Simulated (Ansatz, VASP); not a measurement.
**F: VASP beside Ansatz**

Contents of INCAR:

```
PREC     = Accurate       # precision mode
ENCUT    = 520            # plane-wave cutoff, eV
EDIFF    = 1E-6           # SCF threshold, eV
ISMEAR   = 0              # smearing method
SIGMA    = 0.05           # smearing width, eV
LREAL    = F              # projectors in reciprocal space
LASPH    = T              # aspherical terms in the spheres
NELM     = 100            # most SCF steps
ALGO     = Normal         # electronic algorithm
ISIF     = 2              # what is computed and relaxed
LWAVE    = F              # write WAVECAR
LCHARG   = F              # write CHGCAR
GGA      = PS             # functional
NBANDS   = 22             # bands
```

File KPOINTS:

```
regular mesh
0
Gamma
  4 4 2
```

Contents of POSCAR:

```
F
1.0
    3.0957355298     -1.8669730411     -0.2387698305
    3.0957355298      1.8669730411     -0.2387698305
   -2.3014923674      0.0000000000      7.4658355307
F
4
Direct
    0.0848459664      0.0848459664      0.0940038325
    0.9151540336      0.9151540336      0.9059961675
    0.5015719855      0.5015719855      0.5937195244
    0.4984280145      0.4984280145      0.4062804756
```

Input for Ansatz:

```yaml
crystal:
  lattice:
    - [3.0957355298, -1.8669730411, -0.2387698305]
    - [3.0957355298, 1.8669730411, -0.2387698305]
    - [-2.3014923674, 0.0, 7.4658355307]
  atoms:
    - { symbol: F, position: [0.0848459664, 0.0848459664, 0.0940038325] }
    - { symbol: F, position: [0.9151540336, 0.9151540336, 0.9059961675] }
    - { symbol: F, position: [0.5015719855, 0.5015719855, 0.5937195244] }
    - { symbol: F, position: [0.4984280145, 0.4984280145, 0.4062804756] }
basis:
  ecutwfc: 520.0
kpoints:
  mp_grid: { grid: [4, 4, 2] }
hamiltonian:
  xc: pbesol
scf:
  occupations: { method: gaussian, width: 0.05 }
output:
  forces: true
  stress: true
  eigenvalues: true
```

Change from the starting cell: volume 21.062 Å^3 an atom, stretch along a over the lengths across it, relative to the relaxed cell 0.9530.

Alike in both runs: task single point; functional PBEsol; k mesh 4 × 4 × 2; occupations gaussian, width 0.05 eV; no spin polarisation.

|  | VASP | Ansatz |
| --- | --- | --- |
| version | VASP 6.6.1 | Ansatz 0.2.0 |
| potentials or method | VASP PAW PBE potentials, release 64 (F), cutoff 520 eV | scalar-relativistic, plane waves, PAW |
| valence electrons in the cell | 28 | 28 |

```csv
,VASP,Ansatz,Ansatz less VASP
gap on the k mesh at the Fermi level (eV),2.43,2.50,+0.067
least direct gap on the mesh (eV),2.48,2.55,+0.067
pressure (GPa),-3.3,-3.5,-0.16
"traceless stress, the component that is largest in VASP (GPa)",-4.51,-5.50,-0.999
rms of the force components (eV/Å),0.849,1.035,+0.1857
```

VASP's potentials were made for PBE, not for PBEsol. Atom by atom the forces differ by 0.186 eV/Å (rms over components).

The k mesh is coarse, so the values compare programs but aren't converged.
